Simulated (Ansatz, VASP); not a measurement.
Si in VASP and in Ansatz

```
CELL_PARAMETERS angstrom
2.43216 0.00000 0.00000
0.00000 2.43216 0.00000
0.00000 0.00000 2.43216
ATOMIC_POSITIONS crystal
Si 0.00000 0.00000 0.00000
```

Change from the starting cell: volume scaled by 0.92, LAPW.

Alike in both runs: task single point; functional LDA; k mesh 16 × 16 × 16; occupations fermi-dirac, width 0.1 eV; no spin polarisation.

```csv
,VASP,Ansatz
version,VASP 6.6.1,Ansatz 0.2.0
potentials or method,"VASP PAW LDA potentials, release 64 (Si), cutoff 520 eV","all-electron LAPW, scalar-relativistic"
```

Ansatz gave:

| Item | Value |
| --- | --- |
| pressure (GPa) | 10.7 |

Problem. Which values does VASP return?

Solution. Pressure (GPa): 10.9.

LDA's correlation is that of Perdew and Zunger in VASP and of Perdew and Wang (1992) in Ansatz. Ansatz ran all-electron here, and VASP with PAW potentials.
